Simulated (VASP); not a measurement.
# P (Cmce) in VASP: notebook, part 2 of 2

VASP 6.6.1. The steps go on from the part before.

## Step 3: Single point, r2SCAN

This run uses another cell than the first one, of 21.28 Å³/atom.

File POSCAR:

```
P
1.0
    1.6694264413     -5.5369543634      0.0000000000
    1.6694264413      5.5369543634      0.0000000000
    0.0000000000      0.0000000000      4.6034271255
P
4
Direct
    0.9041431300      0.0958568700      0.5888151700
    0.0958568700      0.9041431300      0.4111848300
    0.5958568700      0.4041431300      0.0888151700
    0.4041431300      0.5958568700      0.9111848300
```

File INCAR.step1:

```
SYSTEM = P
PREC = Accurate
ENCUT = 520
ISMEAR = -1
SIGMA = 0.05
LREAL = .FALSE.
LASPH = .TRUE.
NELM = 60
NBANDS = 18
GGA = PE
ALGO = Normal
EDIFF = 1E-4
LWAVE = .TRUE.
LCHARG = .FALSE.
```

File INCAR.step2:

```
SYSTEM = P
PREC = Accurate
ENCUT = 520
EDIFF = 1E-6
ISMEAR = -1
SIGMA = 0.05
LREAL = .FALSE.
LASPH = .TRUE.
NELM = 60
ALGO = Normal
ISIF = 2
LWAVE = .FALSE.
LCHARG = .FALSE.
METAGGA = R2SCAN
LMIXTAU = .TRUE.
NBANDS = 18
ISTART = 1
```

File KPOINTS:

```
Automatic mesh
0
G
  8 8 6
  0 0 0
```

Potentials or basis: VASP PAW PBE potentials, release 64 (P).

Launch:

```console
> cat potpaw_PBE.64/P/POTCAR > POTCAR
> cp INCAR.step1 INCAR
> mpirun -np 1 vasp_std > vasp.out
> cp INCAR.step2 INCAR
> mpirun -np 1 vasp_std > vasp.out
```

OUTCAR:

```text
SYSTEM = P
   PREC = Accurate
   ENCUT = 520
   EDIFF = 1E-6
   ISMEAR = -1
   LREAL = .FALSE.
   LASPH = .TRUE.
   NELM = 60
   ISIF = 2
   METAGGA = R2SCAN
   ISTART = 1

 ion  position               nearest neighbor table
   1  0.904  0.096  0.589-   4 2.23   4 2.23   2 2.28
   2  0.096  0.904  0.411-   3 2.23   3 2.23   1 2.28
   3  0.596  0.404  0.089-   2 2.23   2 2.23   4 2.28
   4  0.404  0.596  0.911-   1 2.23   1 2.23   3 2.28

  LATTYP: Found a base centered orthorhombic cell.
 ALAT       =     3.3388528826
 B/A-ratio  =     3.3166806434
 C/A-ratio  =     1.3787451222

  Lattice vectors:

 A1 = (   1.6694264413,  -5.5369543634,   0.0000000000)
 A2 = (   1.6694264413,   5.5369543634,   0.0000000000)
 A3 = (   0.0000000000,   0.0000000000,   4.6034271255)

Analysis of symmetry for initial positions (statically):
=====================================================================
 Subroutine PRICEL returns:
 Original cell was already a primitive cell.

 Routine SETGRP: Setting up the symmetry group for a
 base centered orthorhombic supercell.

 Subroutine GETGRP returns: Found  8 space group operations
 (whereof  4 operations were pure point group operations)
 out of a pool of  8 trial point group operations.

The static configuration has the point symmetry C_2h.
 The point group associated with its full space group is D_2h.

Analysis of symmetry for dynamics (positions and initial velocities):
=====================================================================
 Subroutine PRICEL returns:
 Original cell was already a primitive cell.

 Routine SETGRP: Setting up the symmetry group for a
 base centered orthorhombic supercell.

 Subroutine GETGRP returns: Found  8 space group operations
 (whereof  4 operations were pure point group operations)
 out of a pool of  8 trial point group operations.

The dynamic configuration has the point symmetry C_2h.
 The point group associated with its full space group is D_2h.

 Subroutine INISYM returns: Found  8 space group operations
 (whereof  4 operations are pure point group operations),
 and found     1 'primitive' translations

----------------------------------------------------------------------------------------

                                     Primitive cell

  volume of cell :      85.1039

  direct lattice vectors                    reciprocal lattice vectors
     1.669426441 -5.536954363  0.000000000     0.299504062 -0.090302352  0.000000000
     1.669426441  5.536954363  0.000000000     0.299504062  0.090302352  0.000000000
     0.000000000  0.000000000  4.603427125     0.000000000  0.000000000  0.217229462

  length of vectors
     5.783152105  5.783152105  4.603427125     0.312821351  0.312821351  0.217229462

  position of ions in fractional coordinates (direct lattice)
     0.904143130  0.095856870  0.588815170
     0.095856870  0.904143130  0.411184830
     0.595856870  0.404143130  0.088815170
     0.404143130  0.595856870  0.911184830

  ion indices of the primitive-cell ions
   primitive index   ion index
                 1           1
                 2           2
                 3           3
                 4           4

----------------------------------------------------------------------------------------

 KPOINTS: Automatic mesh

Automatic generation of k-mesh.
 Grid dimensions read from file:
 generate k-points for:    8    8    6

 Generating k-lattice:

  Cartesian coordinates                     Fractional coordinates (reciprocal lattice)
     0.037438008 -0.011287794  0.000000000     0.125000000  0.000000000  0.000000000
     0.037438008  0.011287794  0.000000000     0.000000000  0.125000000  0.000000000
     0.000000000  0.000000000  0.036204910     0.000000000  0.000000000  0.166666667

  Length of vectors
     0.039102669  0.039102669  0.036204910

  Shift w.r.t. Gamma in fractional coordinates (k-lattice)
     0.000000000  0.000000000  0.000000000

 Subroutine IBZKPT returns following result:
 ===========================================

 Found     84 irreducible k-points:

 Following reciprocal coordinates:
            Coordinates               Weight
  0.000000  0.000000  0.000000      1.000000
  0.125000  0.000000  0.000000      4.000000
  0.250000  0.000000  0.000000      4.000000
  0.375000  0.000000  0.000000      4.000000
  0.500000  0.000000  0.000000      2.000000
  0.125000  0.125000  0.000000      2.000000
[... 16 lines left out ...]
  0.125000  0.000000  0.166667      8.000000
  0.250000  0.000000  0.166667      8.000000
 [... further k-points ...]
   k-points           NKPTS =     84   k-points in BZ     NKDIM =     84   number of bands    NBANDS=     18
   number of dos      NEDOS =    301   number of ions     NIONS =      4
   total plane-waves  NPLWV =  82944
   dimension x,y,z NGX =    48 NGY =   48 NGZ =   36
   dimension x,y,z NGXF=    96 NGYF=   96 NGZF=   72
   ions per type =               4
   NGX,Y,Z   is equivalent  to a cutoff of  13.80, 13.80, 13.00 a.u.
   NGXF,Y,Z  is equivalent  to a cutoff of  27.60, 27.60, 26.00 a.u.
 SYSTEM =  P
   PREC   = accura    normal or accurate (medium, high low for compatibility)
   ISTART =      1    job   : 0-new  1-cont  2-samecut
   ICHARG =      0    charge: 1-file 2-atom 10-const
   ISPIN  =      1    spin polarized calculation?
   LNONCOLLINEAR =      F non collinear calculations
   LSORBIT =      F    spin-orbit coupling
   LASPH  =      T    aspherical Exc in radial PAW
   ENCUT  =  520.0 eV  38.22 Ry    6.18 a.u.  10.75 10.75  8.56*2*pi/ulx,y,z
   NELM   =     60;   NELMIN=  2; NELMDL=  0     # of ELM steps
   EDIFF  = 0.1E-05   stopping-criterion for ELM
   LREAL  =      F    real-space projection
   EDIFFG = 0.1E-04   stopping-criterion for IOM
   NSW    =      0    number of steps for IOM
   IBRION =     -1    ionic relax: 0-MD 1-quasi-New 2-CG
   NFREE  =      0    steps in history (QN), initial steepest desc. (CG)
   ISIF   =      2    stress and relaxation
   ISYM   =      2    0-nonsym 1-usesym 2-fastsym
   POTIM  = 0.5000    time-step for ionic-motion
   TEBEG  =    0.0;   TEEND  =   0.0 temperature during run
   PSTRESS=    0.0 pullay stress
   NELECT =      20.0000    total number of electrons
   NUPDOWN=      -1.0000    fix difference up-down
   EMIN   =  10.00;   EMAX   =-10.00  energy-range for DOS
   EFERMI =   0.00;   METHOD = LEGACY
   ISMEAR =    -1;   SIGMA  =   0.05  broadening in eV -4-tet -1-fermi 0-gaus
   EFERMI_NEDOS =   21; number of points for ismear=-14 and -15
   IALGO  =     38    algorithm
   IMIX   =      4    mixing-type and parameters
     AMIX     =   0.40;   BMIX     =  1.00
     AMIX_MAG =   1.60;   BMIX_MAG =  1.00
  volume/ion in A,a.u.               =      21.28       143.58
  Fermi-wavevector in a.u.,A,eV,Ry     =   1.010264  1.909123 13.886567  1.020634
  Thomas-Fermi vector in A             =   2.143243
   LORBIT       =      0    0 simple, 1 ext, 2 COOP (PROOUT), +10 PAW based schemes
   METAGGA = R2SCAN    functional components
   LHFCALC =     F    Hartree Fock is set to
   AEXX    =    0.0000 exact exchange contribution
   IVDW    =     0    specifies the selected vdW correction
   LEPSILON=     F    determine dielectric tensor
   LRPA    =     F    only Hartree local field effects (RPA)
 non-spin polarized calculation
  energy-cutoff  :      520.00
  volume of cell :       85.10
 maximum number of plane-waves:      2310
 NGX is ok and might be reduce to    48
   NGX = 21   NGY = 21   NGZ = 17

 number of electron      19.9999999 magnetization

 Free energy of the ion-electron system (eV)
  ---------------------------------------------------
  ext. energy  EPLUGINS =         0.00000000
  ---------------------------------------------------
  free energy    TOTEN  =       -35.89284715 eV

  energy without entropy =      -35.89275603  energy(sigma->0) =      -35.89280159

 E-fermi :   5.5037     XC(G=0):  -9.6909

 val. band max:        5.3372344483   @ k =   0.5000   0.5000   0.0000
 cond. band min:       5.6698842334   @ k =   0.5000   0.5000   0.0000
 fundamental gap:      0.3326497851
 Fermi energy:         5.5036674229

 k-point     1 :       0.0000    0.0000    0.0000
  band No.  band energies     occupation
      1     -10.8919      2.00000
      2      -8.1327      2.00000
      3      -4.7792      2.00000
      4      -1.4745      2.00000
      5       0.1565      2.00000
      6       0.4951      2.00000
[... 10 lines left out ...]
     17      12.7706      0.00000
     18      13.1636      0.00000
[... 466 lines left out ...]
      2      -7.6511      2.00000
      3      -5.1931      2.00000
      4      -2.1491      2.00000
      5      -0.9525      2.00000
      6      -0.5613      2.00000
[... 10 lines left out ...]
     17      11.2747      0.00000
     18      12.5883      0.00000

 [... further k-points ...]
[... 5 lines left out ...]
  --------------------------------------------------------------------------------------
  -------------------------------------------------------------------------------------
  Total       -1.8958831     -1.1218887     -1.4173943      0.0000000     -0.0000000      0.0000000
  in kB      -35.6921436    -21.1208231    -26.6840504      0.0000000     -0.0000000      0.0000000
  external PRESSURE =     -27.8323390 kB  Pullay stress =       0.0000000 kB

 VOLUME and BASIS-vectors are now :
 -----------------------------------------------------------------------------
  energy-cutoff  :      520.00
  volume of cell :       85.10
      direct lattice vectors                 reciprocal lattice vectors
     1.669426441 -5.536954363  0.000000000     0.299504062 -0.090302352  0.000000000
     1.669426441  5.536954363  0.000000000     0.299504062  0.090302352  0.000000000
     0.000000000  0.000000000  4.603427125     0.000000000  0.000000000  0.217229462

 POSITION                                       TOTAL-FORCE (eV/Angst)
 -----------------------------------------------------------------------------------
      1.66943     -4.47544      2.71057         0.000000     -0.247630      0.196628
      1.66943      4.47544      1.89286         0.000000      0.247630     -0.196628
      1.66943     -1.06151      0.40885         0.000000      0.247630      0.196628
      1.66943      1.06151      4.19457         0.000000     -0.247630     -0.196628
 -----------------------------------------------------------------------------------
    total drift:                                0.000000      0.000000      0.000000

  FREE ENERGIE OF THE ION-ELECTRON SYSTEM (eV)
  ---------------------------------------------------
  free  energy   TOTEN  =       -35.8928471505 eV

  energy  without entropy=      -35.8927560311  energy(sigma->0) =      -35.89280159
```

It took 6.2 min on 1 thread of AMD EPYC 9R45 (Zen 5), shared host; peak memory 0.3 GiB.

What came out:

```
Free energy            : -35.8928 eV
Pressure               : -2.8 GPa
Largest force          : 0.316 eV/Å
Band gap on the k mesh : 0.33 eV
```

Forces on the atoms (eV/Å):
```
P    0.000 -0.248  0.197
P    0.000  0.248 -0.197
P    0.000  0.248  0.197
P    0.000 -0.248 -0.197
```

Levels at points of the mesh, in eV from the valence-band top:
| k point | band 8 | band 9 | band 10 | band 11 | band 12 | band 13 |
| --- | --- | --- | --- | --- | --- | --- |
| (0.00, 0.00, 0.00) | -2.75 | -2.67 | -1.20 | 0.77 | 1.32 | 2.11 |
| (0.50, 0.00, 0.00) | -3.44 | -2.63 | -2.63 | 0.91 | 0.91 | 1.75 |
| (0.50, 0.50, 0.00) | -2.52 | -1.57 | 0.00 | 0.33 | 1.09 | 2.30 |
| (0.00, 0.00, 0.50) | -3.38 | -1.69 | -1.69 | 1.63 | 1.63 | 3.07 |
| (0.50, 0.00, 0.50) | -5.33 | -1.83 | -1.83 | 1.91 | 1.91 | 3.62 |
| (0.50, 0.50, 0.50) | -2.84 | -1.99 | -1.99 | 1.63 | 1.63 | 2.79 |

Caveat: the PAW data sets were made with another functional, which shifts forces and pressure a little. A k mesh can miss the band edges.
